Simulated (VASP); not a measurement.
Here is a VASP 6.6.1 calculation.

The input INCAR:

```
PREC = Accurate ; ENCUT = 520
EDIFF = 1E-6 ; ISMEAR = -1
SIGMA = 0.05 ; LREAL = False
LASPH = True ; NELM = 60
ALGO = Normal ; ISIF = 2
LWAVE = False ; LCHARG = True
GGA = PE ; LELF = True
LVHAR = True ; NBANDS = 19
```

KPOINTS

```
Automatic mesh
0
Gamma
  8 8 6
```

Contents of POSCAR:

```
LiCaSc
1.0
    4.0625739127      0.0000000000      0.0000000000
   -2.0312869564      3.5182922090      0.0000000000
    0.0000000000      0.0000000000      4.3598218728
Li Ca Sc
1 1 1
Direct
    0.0000000000      0.0000000000      0.5000000000
    0.6666666700      0.3333333300      0.0000000000
    0.3333333300      0.6666666700      0.5000000000
```

Potentials or basis: VASP PAW PBE potentials, release 64 (Li_sv, Ca_sv, Sc_sv).

Launch:

```console
$ cat potpaw_PBE.64/Li_sv/POTCAR potpaw_PBE.64/Ca_sv/POTCAR potpaw_PBE.64/Sc_sv/POTCAR > POTCAR
$ mpirun -np 1 vasp_std > vasp.out
```

(1) Estimate the band gap on the k mesh.

Results:

(1) zero (band 12 reaches 3.67 eV, above the bottom of band 13 at 3.40 eV).
